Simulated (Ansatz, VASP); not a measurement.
# V: VASP beside Ansatz

```
CELL_PARAMETERS angstrom
-1.51300 1.51300 1.51300
1.51300 -1.51300 1.51300
1.51300 1.51300 -1.51300
ATOMIC_POSITIONS crystal
V 0.00000 0.00000 0.00000
```

Alike in both runs: task single point; functional LDA; k mesh 6 × 6 × 6; occupations gaussian, width 0.1 eV; collinear spin.

|  | VASP | Ansatz |
| --- | --- | --- |
| version | VASP 6.6.1 | Ansatz 0.2.0 |
| potentials or method | VASP PAW LDA potentials, release 64 (V_sv), cutoff 500 eV | scalar-relativistic, plane waves, PAW |
| valence electrons in the cell | 13 | 13 |

```tsv
	VASP	Ansatz	Ansatz less VASP
gap on the k mesh at the Fermi level (eV)	none	none	-
pressure (GPa)	-15.9	-16.2	-0.25
net moment per atom (μB)	0.56	0.58	+0.019
size of the moment on the site where the two differ most (μB)	0.44	0.43	-0.009
```

LDA's correlation is that of Perdew and Zunger in VASP and of Perdew and Wang (1992) in Ansatz. Site moments also hang on the region over which each program counts them. A gap of «none» marks a metal or a gap that the smearing closes.

The k mesh is coarse, so the values compare programs but aren't converged.
